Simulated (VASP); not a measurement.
# In3As2 (R-3c) in VASP: notebook

Runs on In3As2. Level: PBE. Tasks: single point.

Program: VASP 6.6.1. These are calculated values, not measurements. Logs are shortened: lines on timing, memory, paths and dates and some standing lists are left out, and cuts for length are marked.

**1. The cell of the first run**

The structure is trigonal, space group R-3c (No. 167). The conventional cell has a = 7.438 Å, b = 7.438 Å, c = 18.081 Å, α = 90.00°, β = 90.00°, γ = 120.00°. In (site symmetry 2) has 4 As at 2.84 to 2.95 Å and 4 In at 3.69 to 3.74 Å within 3.8 Å. Within 3.7 Å of As (site symmetry 3) lie 6 In at 2.84 to 2.95 Å.

**2. Single point, PBE**

INCAR

```
PREC = Accurate
ENCUT = 520
EDIFF = 1E-6
ISMEAR = 0
SIGMA = 0.1
LREAL = False
LASPH = True
NELM = 80
ALGO = Fast
ISIF = 2
LWAVE = False
LCHARG = True
GGA = PE
LELF = True
LVHAR = True
NBANDS = 60
```

KPOINTS

```
regular mesh
0
Gamma
  3 3 3
```

POSCAR

```
In3As2
1.0
    3.7192043631      2.1472836402      6.0268948654
   -3.7192043631      2.1472836402      6.0268948654
    0.0000000000     -4.2945672805      6.0268948653
In As
6 4
Direct
    0.0363629535      0.4636370465      0.7500000000
    0.7500000000      0.0363629535      0.4636370465
    0.4636370465      0.7500000000      0.0363629535
    0.9636370465      0.5363629535      0.2500000000
    0.2500000000      0.9636370465      0.5363629535
    0.5363629535      0.2500000000      0.9636370465
    0.8631729348      0.8631729348      0.8631729348
    0.6368270652      0.6368270652      0.6368270652
    0.1368270652      0.1368270652      0.1368270652
    0.3631729348      0.3631729348      0.3631729348
```

Potentials or basis: VASP PAW PBE potentials, release 64 (In_d, As).

Started as:

```sh
> cat potpaw_PBE.64/In_d/POTCAR potpaw_PBE.64/As/POTCAR > POTCAR
> mpirun -np 1 vasp_std > vasp.out
```

OUTCAR:

```text
PREC = Accurate
   ENCUT = 520
   EDIFF = 1E-6
   ISMEAR = 0
   LREAL = False
   LASPH = True
   NELM = 80
   ISIF = 2
   GGA = PE

 ion  position               nearest neighbor table
   1  0.036  0.464  0.750-   9 2.84  10 2.84   7 2.95   8 2.95   2 3.69   3 3.69   4 3.74   4 3.74

   2  0.750  0.036  0.464-  10 2.84   9 2.84   7 2.95   8 2.95   1 3.69   3 3.69   5 3.74   5 3.74

   3  0.464  0.750  0.036-   9 2.84  10 2.84   8 2.95   7 2.95   1 3.69   2 3.69   6 3.74   6 3.74
[... 7 lines left out ...]
   7  0.863  0.863  0.863-   6 2.84   4 2.84   5 2.84   1 2.95   2 2.95   3 2.95
   8  0.637  0.637  0.637-   5 2.84   4 2.84   6 2.84   1 2.95   3 2.95   2 2.95
   9  0.137  0.137  0.137-   3 2.84   1 2.84   2 2.84   4 2.95   5 2.95   6 2.95
  10  0.363  0.363  0.363-   2 2.84   1 2.84   3 2.84   4 2.95   6 2.95   5 2.95

  LATTYP: Found a trigonal (rhomboedric) cell.
 ALAT       =     7.4004574078
 COS(alpha) =     0.4948586110

  Lattice vectors:

 A1 = (   3.7192043631,   2.1472836402,   6.0268948654)
 A2 = (  -3.7192043631,   2.1472836402,   6.0268948654)
 A3 = (   0.0000000000,  -4.2945672805,   6.0268948653)

Analysis of symmetry for initial positions (statically):
=====================================================================
 Subroutine PRICEL returns:
 Original cell was already a primitive cell.

 Routine SETGRP: Setting up the symmetry group for a
 trigonal (rhombohedral) supercell.

 Subroutine GETGRP returns: Found 12 space group operations
 (whereof  6 operations were pure point group operations)
 out of a pool of 12 trial point group operations.

The static configuration has the point symmetry S_6 .
 The point group associated with its full space group is D_3d.

Analysis of symmetry for dynamics (positions and initial velocities):
=====================================================================
 Subroutine PRICEL returns:
 Original cell was already a primitive cell.

 Routine SETGRP: Setting up the symmetry group for a
 trigonal (rhombohedral) supercell.

 Subroutine GETGRP returns: Found 12 space group operations
 (whereof  6 operations were pure point group operations)
 out of a pool of 12 trial point group operations.

The dynamic configuration has the point symmetry S_6 .
 The point group associated with its full space group is D_3d.

 Subroutine INISYM returns: Found 12 space group operations
 (whereof  6 operations are pure point group operations),
 and found     1 'primitive' translations

[... 98 lines left out ...]
   ISYM   =      2    0-nonsym 1-usesym 2-fastsym
   POTIM  = 0.5000    time-step for ionic-motion
   TEBEG  =    0.0;   TEEND  =   0.0 temperature during run
   PSTRESS=    0.0 pullay stress
   NELECT =      98.0000    total number of electrons
   NUPDOWN=      -1.0000    fix difference up-down
   EMIN   =  10.00;   EMAX   =-10.00  energy-range for DOS
   EFERMI =   0.00;   METHOD = LEGACY
   ISMEAR =     0;   SIGMA  =   0.10  broadening in eV -4-tet -1-fermi 0-gaus
   EFERMI_NEDOS =   21; number of points for ismear=-14 and -15
   IALGO  =     68    algorithm
   IMIX   =      4    mixing-type and parameters
     AMIX     =   0.40;   BMIX     =  1.00
     AMIX_MAG =   1.60;   BMIX_MAG =  1.00
  volume/ion in A,a.u.               =      28.88       194.89
  Fermi-wavevector in a.u.,A,eV,Ry     =   1.141884  2.157848 17.740632  1.303900
  Thomas-Fermi vector in A             =   2.278583
   LORBIT       =      0    0 simple, 1 ext, 2 COOP (PROOUT), +10 PAW based schemes
   GGA     = PE    functional components
   LHFCALC =     F    Hartree Fock is set to
   AEXX    =    0.0000 exact exchange contribution
   IVDW    =     0    specifies the selected vdW correction
   LEPSILON=     F    determine dielectric tensor
   LRPA    =     F    only Hartree local field effects (RPA)
 non-spin polarized calculation
 RMM-DIIS sequential band-by-band and
 Gauss-broadening in eV      SIGMA  =   0.10
  energy-cutoff  :      520.00
  volume of cell :      288.79
 maximum number of plane-waves:      7787
   NGX = 27   NGY = 27   NGZ = 27

 number of electron      97.9999985 magnetization

 Free energy of the ion-electron system (eV)
  ---------------------------------------------------
  ext. energy  EPLUGINS =         0.00000000
  ---------------------------------------------------
  free energy    TOTEN  =       -34.10592276 eV

  energy without entropy =      -34.09130393  energy(sigma->0) =      -34.09861335

 E-fermi :   5.0692     XC(G=0):  -9.1917

 val. band max:        4.9912466012   @ k =   0.3333  -0.0000   0.0000
 cond. band min:       5.1546808662   @ k =   0.3333   0.3333   0.0000
 fundamental gap:      0.1634342650
 Fermi energy:         5.0692474641

 k-point     1 :       0.0000    0.0000    0.0000
  band No.  band energies     occupation
      1      -9.7404      2.00000
      2      -9.6599      2.00000
      3      -9.6058      2.00000
      4      -9.6058      2.00000
      5      -9.6044      2.00000
      6      -9.5997      2.00000
[... 367 lines left out ...]
     59       8.2886      0.00000
     60       8.9204      0.00000

------------------------ aborting loop because EDIFF is reached ----------------------------------------

  FORCE on cell =-STRESS in cart. coord.  units (eV):
  Direction    XX          YY          ZZ          XY          YZ          ZX
  --------------------------------------------------------------------------------------
  -------------------------------------------------------------------------------------
  Total        0.3267217      0.3267217      0.0733267      0.0000000      0.0000000      0.0000000
  in kB        1.8126097      1.8126097      0.4068069      0.0000000      0.0000000      0.0000000
  external PRESSURE =       1.3440088 kB  Pullay stress =       0.0000000 kB

 VOLUME and BASIS-vectors are now :
 -----------------------------------------------------------------------------
  energy-cutoff  :      520.00
  volume of cell :      288.79
      direct lattice vectors                 reciprocal lattice vectors
     3.719204363  2.147283640  6.026894865     0.134437356  0.077617444  0.055307640
    -3.719204363  2.147283640  6.026894865    -0.134437356  0.077617444  0.055307640
     0.000000000 -4.294567280  6.026894865     0.000000000 -0.155234887  0.055307640

 POSITION                                       TOTAL-FORCE (eV/Angst)
 -----------------------------------------------------------------------------------
     -1.58912     -2.14728      7.53362         0.014976      0.000000      0.000000
      2.65416     -0.30258      7.53362        -0.007488      0.012969      0.000000
     -1.06504      2.44986      7.53362        -0.007488     -0.012969     -0.000000
      1.58912      2.14728     10.54707        -0.014976      0.000000      0.000000
     -2.65416      0.30258     10.54707         0.007488     -0.012969     -0.000000
      1.06504     -2.44986     10.54707         0.007488      0.012969      0.000000
      0.00000     -0.00000     15.60676        -0.000000     -0.000000      0.013218
      0.00000     -0.00000     11.51427        -0.000000      0.000000     -0.013218
      0.00000     -0.00000      2.47393        -0.000000      0.000000     -0.013218
      0.00000     -0.00000      6.56642        -0.000000     -0.000000      0.013218
 -----------------------------------------------------------------------------------
    total drift:                                0.000000     -0.000000     -0.000000

  FREE ENERGIE OF THE ION-ELECTRON SYSTEM (eV)
  ---------------------------------------------------
  free  energy   TOTEN  =       -34.1059227621 eV

  energy  without entropy=      -34.0913039298  energy(sigma->0) =      -34.09861335
```

Wall time 6.9 min (1 thread of AMD EPYC, shared host); peak memory 0.42 GiB.

Results:

* Free energy: -34.1059 eV
* Pressure: 0.1 GPa
* Largest force: 0.015 eV/Å
* Band gap on the k mesh: zero (bands 49 and 50 overlap by 0.16 eV)

Forces in eV/Å, atoms in the order of the input:
```
In   0.015  0.000  0.000
In  -0.007  0.013  0.000
In  -0.007 -0.013  0.000
In  -0.015  0.000  0.000
In   0.007 -0.013  0.000
In   0.007  0.013  0.000
As   0.000  0.000  0.013
As   0.000  0.000 -0.013
As   0.000  0.000 -0.013
As   0.000  0.000  0.013
```

Levels at points of the mesh, in eV from the Fermi level:
| k point | band 45 | band 46 | band 47 | band 48 | band 49 | band 50 | band 51 | band 52 | band 53 | band 54 |
| --- | --- | --- | --- | --- | --- | --- | --- | --- | --- | --- |
| (0.00, 0.00, 0.00) | -2.32 | -2.32 | -1.16 | -1.16 | -1.05 | 2.10 | 2.10 | 2.33 | 2.68 | 2.82 |

Caveat: semilocal functionals underestimate gaps, so a narrow gap can read as zero; spin-orbit coupling is left out, which moves the levels of the heavy elements.

**3. Single point, PBE**

This run uses another cell than the first one, of 23.26 Å³/atom.

INCAR

```
SYSTEM = In3As2
PREC = Accurate
ENCUT = 520
EDIFF = 1E-6
ISMEAR = 0
SIGMA = 0.1
LREAL = .False.
LASPH = .True.
NELM = 100
ALGO = Fast
ISIF = 2
LWAVE = .False.
LCHARG = .False.
GGA = PE
NBANDS = 60
```

KPOINTS

```
Automatic mesh
0
Gamma
  3 3 3
  0 0 0
```

POSCAR

```
In3As2
1.0
    3.3291487144      1.9220849064      6.0595506005
   -3.3291487144      1.9220849064      6.0595506005
    0.0000000000     -3.8441698129      6.0595506005
In As
6 4
Direct
    0.0562500000      0.4437500000      0.7500000000
    0.7500000000      0.0562500000      0.4437500000
    0.4437500000      0.7500000000      0.0562500000
    0.9437500000      0.5562500000      0.2500000000
    0.2500000000      0.9437500000      0.5562500000
    0.5562500000      0.2500000000      0.9437500000
    0.8521800000      0.8521800000      0.8521800000
    0.6478200000      0.6478200000      0.6478200000
    0.1478200000      0.1478200000      0.1478200000
    0.3521800000      0.3521800000      0.3521800000
```

Potentials or basis: VASP PAW PBE potentials, release 64 (In_d, As).

Started as:

```sh
> cat potpaw_PBE.64/In_d/POTCAR potpaw_PBE.64/As/POTCAR > POTCAR
> mpirun -np 1 vasp_std > vasp.out
```

It took 6.9 min on 1 thread of AMD EPYC, shared host; peak memory 0.36 GiB.

It converged, with:

* Free energy: -31.5506 eV
* Pressure: 15.3 GPa
* Largest force: 0.145 eV/Å
* Band gap on the k mesh: zero (bands 49 and 50 overlap by 0.33 eV)

Forces on the atoms (eV/Å):
```
In  -0.145  0.000  0.000
In   0.072 -0.125  0.000
In   0.072  0.125  0.000
In   0.145  0.000  0.000
In  -0.072  0.125  0.000
In  -0.072 -0.125  0.000
As   0.000  0.000  0.053
As   0.000  0.000 -0.053
As   0.000  0.000 -0.053
As   0.000  0.000  0.053
```

Stress tensor (GPa, compression positive):
```
15.70  0.00  0.00
 0.00 15.70  0.00
 0.00  0.00 14.62
```

Levels at points of the mesh, in eV from the Fermi level:
```tsv
k point	band 46	band 47	band 48	band 49	band 50	band 51	band 52	band 53
(0.00, 0.00, 0.00)	-2.40	-2.07	-1.22	-1.22	2.00	2.01	2.01	3.07
```

Caveat: the k points lie up to 0.38 Å⁻¹ apart; semilocal functionals underestimate gaps, so a narrow gap can read as zero; spin-orbit coupling is left out, which moves the levels of the heavy elements.

**4. Single point, PBE**

This run uses another cell than the first one, of 28.97 Å³/atom.

INCAR

```
SYSTEM = In3As2
  PREC = Accurate
  ENCUT = 520
  EDIFF = 1E-7
  ISMEAR = 0
  SIGMA = 0.1
  LREAL = .FALSE.
  LASPH = .TRUE.
  NELM = 80
  ALGO = Fast
  ISIF = 2
  LWAVE = .FALSE.
  LCHARG = .FALSE.
  GGA = PE
  NBANDS = 60
```

KPOINTS

```
Automatic mesh
0
G
  6 6 6
  0 0 0
```

POSCAR

```
In3As2
1.0
    3.6812969590      2.1253977902      6.1703857422
   -3.6812969590      2.1253977902      6.1703857422
    0.0000000000     -4.2507955805      6.1703857422
In As
6 4
Direct
    0.0353564087      0.4646435913      0.7500000000
    0.7500000000      0.0353564087      0.4646435913
    0.4646435913      0.7500000000      0.0353564087
    0.9646435913      0.5353564087      0.2500000000
    0.2500000000      0.9646435913      0.5353564087
    0.5353564087      0.2500000000      0.9646435913
    0.8628246844      0.8628246844      0.8628246844
    0.6371753156      0.6371753156      0.6371753156
    0.1371753156      0.1371753156      0.1371753156
    0.3628246844      0.3628246844      0.3628246844
```

Started as:

```sh
> cat potpaw_PBE.64/In_d/POTCAR potpaw_PBE.64/As/POTCAR > POTCAR
> mpirun -np 1 vasp_std > vasp.out
```

It took 44 min on 1 thread of AMD EPYC, shared host; peak memory 0.66 GiB.

The run converged. Its results:

```
Free energy            : -34.1004 eV
Pressure               : 0.0 GPa
Largest force          : 0.004 eV/Å
Band gap on the k mesh : zero (bands 49 and 50 overlap by 0.27 eV)
```

Forces in eV/Å, atoms in the order of the input:
```
In   0.002  0.000  0.000
In  -0.001  0.002  0.000
In  -0.001 -0.002  0.000
In  -0.002  0.000  0.000
In   0.001 -0.002  0.000
In   0.001  0.002  0.000
As   0.000  0.000  0.004
As   0.000  0.000 -0.004
As   0.000  0.000 -0.004
As   0.000  0.000  0.004
```

Levels at points of the mesh, in eV from the Fermi level:
```tsv
k point	band 46	band 47	band 48	band 49	band 50	band 51	band 52	band 53
(0.00, 0.00, 0.00)	-2.26	-1.18	-1.13	-1.13	2.14	2.14	2.49	2.69
(0.50, 0.00, 0.00)	-1.91	-0.27	-0.27	-0.13	-0.13	0.70	0.70	1.24
(0.50, 0.50, 0.00)	-2.12	-1.81	-1.02	-0.31	0.35	0.57	1.41	1.63
(0.50, 0.50, 0.50)	-2.03	0.08	0.08	0.08	0.08	0.38	0.38	1.50
```

Caveat: semilocal functionals underestimate gaps, so a narrow gap can read as zero; spin-orbit coupling is left out, which moves the levels of the heavy elements.

**5. Summary**

| cell | k mesh | further INCAR settings | gap on the mesh (eV) | pressure (GPa) | largest force (eV/Å) |
| --- | --- | --- | --- | --- | --- |
| a = 7.400 Å, angles 60.3°, 10 atoms, atomic positions A | 3 × 3 × 3 | ALGO = Fast; EDIFF = 1e-06; NBANDS = 60 | none | 0.1 | 0.01 |
| a = 7.176 Å, angles 55.3°, 10 atoms, atomic positions B | 3 × 3 × 3 | ALGO = Fast; EDIFF = 1e-06; NBANDS = 60 | none | 15.3 | 0.14 |
| a = 7.493 Å, angles 58.9°, 10 atoms, atomic positions C | 6 × 6 × 6 | ALGO = Fast; EDIFF = 1e-07; NBANDS = 60 | none | 0.0 | - |

Alike in all rows: task single point; level PBE; potentials or basis VASP PAW PBE potentials, release 64 (In_d, As); no spin polarisation; cutoff (eV) 520; smearing gaussian 0.1 eV.

Caveats: some runs use coarse meshes; semilocal functionals underestimate gaps, so a narrow gap can read as zero; spin-orbit coupling is left out, which moves the levels of the heavy elements.

Absolute energies hang on the potentials; compare differences alone.
